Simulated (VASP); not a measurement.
# Mg7CdO8 (P1) in VASP: relaxation of volume and atoms at fixed shape with PBEsol

Aim: the relaxation of volume and atoms at fixed shape of Mg7CdO8 with PBEsol.

Everything below comes from runs of VASP 6.6.1. Logs are shortened: lines on timing, memory, paths and dates and some standing lists are left out, and cuts for length are marked.

## Step 1: The cell of the first run

The typed cell holds 64 atoms: a = 8.543 Å, b = 8.543 Å, c = 8.543 Å, α = 90.00°, β = 90.00°, γ = 90.00°.

## Step 2: Relaxation of volume and atoms at fixed shape, PBEsol

Contents of INCAR:

```
ALGO = Normal ; EDIFF = 1E-6
EDIFFG = -0.03 ; ENCUT = 600
GGA = PS ; IBRION = 2
ISIF = 8 ; ISMEAR = -1
ISYM = 0 ; LASPH = T
LCHARG = F ; LREAL = Auto
LWAVE = F ; NELM = 100
NSW = 100 ; PREC = Accurate
SIGMA = 0.05
```

Contents of KPOINTS:

```
Automatic mesh
0
Gamma
  1 1 1
  0.25 0.25 0.25
```

Contents of POSCAR:

```
Mg7CdO8
1.0
    8.5430880000      0.0000000000      0.0000000000
    0.0000000000      8.5430880000      0.0000000000
    0.0000000000      0.0000000000      8.5430880000
O Mg Cd
32 28 4
Direct
    0.2533830000      0.9997760000      0.0005280000
    0.2495550000      0.9997840000      0.5072930000
    0.2495970000      0.4979240000      0.0012510000
    0.2512720000      0.4993220000      0.5005340000
    0.7472190000      0.0010710000      0.0019230000
    0.7530310000      0.0040150000      0.4981830000
    0.7505890000      0.4976750000      0.0005010000
    0.7489320000      0.4958420000      0.4989460000
    0.0016550000      0.2490700000      0.9996000000
    0.0029940000      0.2496140000      0.5000140000
    0.0012000000      0.7494760000      0.9953260000
    0.9985200000      0.7506620000      0.4983110000
    0.5011440000      0.2433240000      0.9955100000
    0.5013050000      0.2522160000      0.5012670000
    0.5001680000      0.7491270000      0.0010530000
    0.4978000000      0.7510070000      0.5003940000
    0.0038020000      0.0037140000      0.2476280000
    0.0026360000      0.0002060000      0.7480880000
    0.9946490000      0.4988950000      0.2476290000
    0.9969640000      0.5024130000      0.7513280000
    0.5037350000      0.9964760000      0.2472250000
    0.5023010000      0.0020280000      0.7480340000
    0.5013660000      0.4981260000      0.2478780000
    0.5045790000      0.5036650000      0.7497720000
    0.2498080000      0.2517030000      0.2470680000
    0.2508160000      0.2519690000      0.7509820000
    0.2500160000      0.7495880000      0.2511320000
    0.2527990000      0.7487860000      0.7467750000
    0.7476150000      0.2519860000      0.2487170000
    0.7535520000      0.2470820000      0.7478750000
    0.7453690000      0.7450260000      0.2470180000
    0.7514390000      0.7516770000      0.7486630000
    0.9997610000      0.9987700000      0.9966890000
    0.0007550000      0.4969660000      0.4998230000
    0.5021660000      0.0017980000      0.0017660000
    0.4986550000      0.0002790000      0.5008910000
    0.4978740000      0.4999000000      0.9961330000
    0.4973930000      0.4991410000      0.4995020000
    0.2515580000      0.2500810000      0.9984180000
    0.2518710000      0.2466560000      0.5004450000
    0.2498070000      0.7521610000      0.0006310000
    0.2485550000      0.7465640000      0.4997580000
    0.7527350000      0.2465150000      0.9976610000
    0.7496500000      0.2547880000      0.4974810000
    0.7531360000      0.7497670000      0.0000210000
    0.7537050000      0.7465740000      0.5034750000
    0.2518370000      0.0026780000      0.2501860000
    0.2484380000      0.4933880000      0.2504350000
    0.2535690000      0.4973350000      0.7529530000
    0.7503130000      0.9980500000      0.2444370000
    0.7462960000      0.9976080000      0.7526710000
    0.7473400000      0.4971410000      0.2466250000
    0.7491620000      0.5020610000      0.7463590000
    0.9992390000      0.2530860000      0.2474540000
    0.9978380000      0.2462550000      0.7511540000
    0.0006900000      0.7511480000      0.2508180000
    0.9995980000      0.7492500000      0.7489160000
    0.5031520000      0.2479280000      0.2499580000
    0.5002930000      0.2505530000      0.7496170000
    0.4979810000      0.7483750000      0.7478780000
    0.0004900000      0.0022560000      0.5021810000
    0.0026310000      0.5009250000      0.9967060000
    0.2529430000      0.9958070000      0.7498140000
    0.5018830000      0.7504950000      0.2534330000
```

Potentials or basis: VASP PAW PBE potentials, release 64 (O, Mg, Cd).

Launch:

```
$ cat potpaw_PBE.64/O/POTCAR potpaw_PBE.64/Mg/POTCAR potpaw_PBE.64/Cd/POTCAR > POTCAR
$ mpirun -np 1 vasp_std > vasp.out
```

OUTCAR:

```text
EDIFF = 1E-6
   EDIFFG = -0.03
   ENCUT = 600
   GGA = PS
   IBRION = 2
   ISIF = 8
   ISMEAR = -1
   ISYM = 0
   LASPH = T
   LREAL = Auto
   NELM = 100
   NSW = 100
   PREC = Accurate

 ion  position               nearest neighbor table
   1  0.253  1.000  0.001-  41 2.12  35 2.13  47 2.13  39 2.14  63 2.14  33 2.17
   2  0.250  1.000  0.507-  63 2.07  40 2.11  61 2.13  36 2.13  42 2.16  47 2.20
   3  0.250  0.498  0.001-  62 2.11  39 2.12  49 2.12  37 2.12  48 2.13  41 2.17
   4  0.251  0.499  0.501-  38 2.10  42 2.11  48 2.14  34 2.14  49 2.16  40 2.16
   5  0.747  0.001  0.002-  50 2.07  35 2.09  43 2.10  51 2.13  45 2.15  33 2.16
   6  0.753  0.004  0.498-  61 2.11  44 2.14  50 2.17  36 2.17  51 2.18  46 2.20
[... 76 lines left out ...]
  58  0.503  0.248  0.250-  29 2.09  23 2.14  14 2.15  21 2.15  25 2.16  13 2.17  52 2.98  44 2.98
                            35 2.99  47 3.00  50 3.00  36 3.01  48 3.02  38 3.03  40 3.03  43 3.03
  59  0.500  0.251  0.750-  13 2.10  14 2.12  22 2.12  26 2.13  24 2.16  30 2.16  49 2.98  37 3.00
                            39 3.01  40 3.01  38 3.01  36 3.01  51 3.01  53 3.02  43 3.02  35 3.03
  60  0.498  0.748  0.748-  24 2.09  28 2.09  16 2.11  15 2.16  32 2.17  22 2.17  63 2.98  49 2.99
                            37 3.00  53 3.01  42 3.01  51 3.01  38 3.01  36 3.01  46 3.02  41 3.03
  61  0.000  0.002  0.502-  18 2.10  10 2.11   6 2.11   2 2.13  12 2.15  17 2.17  55 2.98  40 3.00
                            57 3.02  63 3.02  56 3.04  46 3.04  47 3.04  44 3.04  42 3.04  51 3.05
  62  0.003  0.501  0.997-  20 2.10   3 2.11  11 2.12  19 2.14   9 2.15   7 2.15  49 2.99  57 3.00
                            45 3.01  41 3.01  54 3.01  48 3.02  39 3.02  55 3.02  53 3.04  43 3.05
  63  0.253  0.996  0.750-   2 2.07  28 2.11  22 2.13  18 2.14   1 2.14  26 2.19  60 2.98  41 2.99
                            36 2.99  42 3.02  57 3.02  33 3.02  61 3.02  40 3.02  35 3.03  59 3.03
  64  0.502  0.750  0.253-  31 2.08  21 2.10  16 2.11  27 2.15  15 2.16  23 2.16  50 3.00  36 3.00
                            38 3.01  52 3.01  42 3.02  46 3.03  47 3.03  35 3.04  45 3.05  41 3.05

IMPORTANT INFORMATION: All symmetrisations will be switched off!
NOSYMM: (Re-)initialisation of all symmetry stuff for point group C_1.

----------------------------------------------------------------------------------------

                                     Primitive cell

  volume of cell :     623.5117

  direct lattice vectors                    reciprocal lattice vectors
     8.543088000  0.000000000  0.000000000     0.117053693  0.000000000  0.000000000
     0.000000000  8.543088000  0.000000000     0.000000000  0.117053693  0.000000000
     0.000000000  0.000000000  8.543088000     0.000000000  0.000000000  0.117053693

  length of vectors
     8.543088000  8.543088000  8.543088000     0.117053693  0.117053693  0.117053693

  position of ions in fractional coordinates (direct lattice)
     0.253383000  0.999776000  0.000528000
     0.249555000  0.999784000  0.507293000
     0.249597000  0.497924000  0.001251000
     0.251272000  0.499322000  0.500534000
     0.747219000  0.001071000  0.001923000
[... 210 lines left out ...]
  energy-cutoff  :      600.00
  volume of cell :      623.51
 maximum number of plane-waves:     20795
 NGX is ok and might be reduce to    70
   NGX = 35   NGY = 35   NGZ = 35

--------------------------------------- Ionic step        1  -------------------------------------------

 number of electron     295.9999983 magnetization

 Free energy of the ion-electron system (eV)
  ---------------------------------------------------
  ext. energy  EPLUGINS =         0.00000000
  ---------------------------------------------------
  free energy    TOTEN  =      -377.93035988 eV

  energy without entropy =     -377.93035988  energy(sigma->0) =     -377.93035988

------------------------ aborting loop because EDIFF is reached ----------------------------------------

  FORCE on cell =-STRESS in cart. coord.  units (eV):
  Direction    XX          YY          ZZ          XY          YZ          ZX
  --------------------------------------------------------------------------------------
  -------------------------------------------------------------------------------------
  Total       19.9652179     19.4900785     20.2345769     -0.0968600     -0.1787179      0.3745603
  in kB       51.3026733     50.0817540     51.9948189     -0.2488916     -0.4592340      0.9624711
  external PRESSURE =      51.1264154 kB  Pullay stress =       0.0000000 kB
[... 275 lines left out ...]
  FREE ENERGIE OF THE ION-ELECTRON SYSTEM (eV)
  ---------------------------------------------------
  free  energy   TOTEN  =      -381.4288816150 eV

  energy  without entropy=     -381.4288816149  energy(sigma->0) =     -381.42888161

[... ionic steps 4 to 9 ...]

--------------------------------------- Ionic step       10  -------------------------------------------

 number of electron     295.9999948 magnetization

------------------------ aborting loop because EDIFF is reached ----------------------------------------
[... 191 lines left out ...]
--------------------------------------- Ionic step       12  -------------------------------------------

 number of electron     295.9999947 magnetization

 Free energy of the ion-electron system (eV)
  ---------------------------------------------------
  ext. energy  EPLUGINS =         0.00000000
  ---------------------------------------------------
  free energy    TOTEN  =      -381.91424329 eV

  energy without entropy =     -381.91424329  energy(sigma->0) =     -381.91424329

 E-fermi :   4.2372     XC(G=0): -11.3823

 val. band max:        3.0147900823   @ k =  -0.2500   0.2500   0.2500
 cond. band min:       7.1331987157   @ k =   0.2500   0.2500   0.2500
 fundamental gap:      4.1184086334
 Fermi energy:         4.2372476074

 k-point     1 :       0.2500    0.2500    0.2500
  band No.  band energies     occupation
      1     -14.1874      2.00000
      2     -13.8401      2.00000
      3     -13.8309      2.00000
      4     -13.8227      2.00000
      5     -13.5444      2.00000
      6     -13.5350      2.00000
[... 641 lines left out ...]
    159      10.4286      0.00000
    160      10.5817      0.00000
 [bands above 160 left out]

------------------------ aborting loop because EDIFF is reached ----------------------------------------

  FORCE on cell =-STRESS in cart. coord.  units (eV):
  Direction    XX          YY          ZZ          XY          YZ          ZX
  --------------------------------------------------------------------------------------
  -------------------------------------------------------------------------------------
  Total        0.1175696     -0.0748668     -0.0853964      0.2202576     -0.4172339     -0.3231557
  in kB        0.2985669     -0.1901236     -0.2168635      0.5593422     -1.0595619     -0.8206512
  external PRESSURE =      -0.0361401 kB  Pullay stress =       0.0000000 kB
[... 79 lines left out ...]
  FREE ENERGIE OF THE ION-ELECTRON SYSTEM (eV)
  ---------------------------------------------------
  free  energy   TOTEN  =      -381.9142432915 eV

  energy  without entropy=     -381.9142432914  energy(sigma->0) =     -381.91424329

 reached required accuracy - stopping structural energy minimisation
```

It took 85 min on 1 thread of AMD EPYC 9R45 (Zen 5), shared host; peak memory 0.93 GiB.

What came out:

```
Free energy                           : -381.9142 eV
Relaxed volume                        : 9.86 Å³/atom
Relaxed cell                          : a = 8.577 Å, b = 8.577 Å, c = 8.577 Å, α = 90.00°, β = 90.00°, γ = 90.00°
Space group after relaxing (to 0.1 Å) : P1 (No. 1)
Energy gained by relaxing             : 62.2 meV/atom
Ionic steps                           : 12
Pressure after relaxing               : 0.0 GPa
Largest force after relaxing          : 0.022 eV/Å
Band gap on the k mesh                : 4.12 eV
```

Forces in eV/Å, atoms in the order of the input:
```
O   -0.005  0.001 -0.010
O   -0.001 -0.006 -0.016
O    0.006 -0.001 -0.009
O    0.005 -0.004 -0.003
O   -0.010  0.002  0.006
O    0.008  0.008  0.003
O    0.003 -0.009  0.004
O    0.004 -0.005  0.021
O   -0.006  0.004  0.011
O    0.006 -0.005 -0.004
O   -0.007  0.004 -0.010
O    0.002 -0.002  0.002
O   -0.004 -0.004 -0.005
O   -0.001  0.015 -0.002
O   -0.003  0.005 -0.003
O    0.007 -0.003  0.002
O    0.003  0.001  0.001
O   -0.011 -0.005 -0.005
O    0.005  0.001  0.007
O   -0.003  0.009  0.003
O    0.000  0.007 -0.009
O   -0.006  0.002  0.000
O   -0.004  0.001  0.002
O    0.010 -0.001 -0.011
O    0.005  0.007 -0.001
O    0.004  0.006 -0.005
O   -0.001  0.006 -0.014
O    0.003 -0.013 -0.006
O    0.005 -0.010  0.006
O   -0.007 -0.001  0.008
O    0.013  0.008  0.005
O    0.001  0.004  0.001
Mg  -0.001 -0.004  0.014
Mg   0.007 -0.001  0.008
Mg  -0.006  0.010 -0.007
Mg   0.006 -0.005 -0.002
Mg  -0.001  0.010  0.009
Mg  -0.001 -0.001 -0.004
Mg  -0.009  0.000 -0.001
Mg   0.003 -0.011 -0.003
Mg  -0.003  0.008 -0.006
Mg  -0.001 -0.003 -0.008
Mg  -0.001  0.010  0.008
Mg   0.005 -0.012  0.005
Mg   0.000 -0.008  0.005
Mg   0.013  0.004  0.009
Mg  -0.001 -0.004 -0.012
Mg   0.003  0.000 -0.001
Mg   0.000 -0.006  0.002
Mg   0.011 -0.004  0.003
Mg  -0.017  0.000 -0.002
Mg   0.002  0.007 -0.005
Mg  -0.005  0.003  0.015
Mg   0.007 -0.002  0.003
Mg  -0.005 -0.014  0.008
Mg   0.014  0.006  0.005
Mg  -0.010 -0.005 -0.002
Mg   0.000  0.000  0.000
Mg  -0.013  0.004 -0.002
Mg  -0.005  0.004 -0.004
Cd  -0.003 -0.011 -0.009
Cd   0.001  0.002  0.011
Cd  -0.004  0.000 -0.004
Cd  -0.007  0.000 -0.002
```

Step by step:
```
step  energy change (eV)  largest force (eV/Å)  pressure (GPa)  volume (Å³)
   1              0.0000                4.1672            5.11       623.51
   2             -3.3877                0.5774           -4.78       651.99
   3             -3.4985                0.6245           -3.60       647.33
   4             -3.8972                0.3110            0.38       629.33
   5             -3.8986                0.2962            0.67       628.19
   6             -3.9602                0.1166            0.27       629.80
   7             -3.9682                0.1269            0.08       630.62
   8             -3.9784                0.0566           -0.12       631.38
   9             -3.9793                0.0534           -0.20       631.68
  10             -3.9824                0.0361            0.07       630.62
  11             -3.9826                0.0311            0.15       630.29
  12             -3.9839                0.0219            0.00       630.90
```

Caveat: the PAW data sets were made with another functional, which shifts forces and pressure a little; a shifted mesh leaves out Γ, where band edges can lie. A k mesh can miss the band edges.
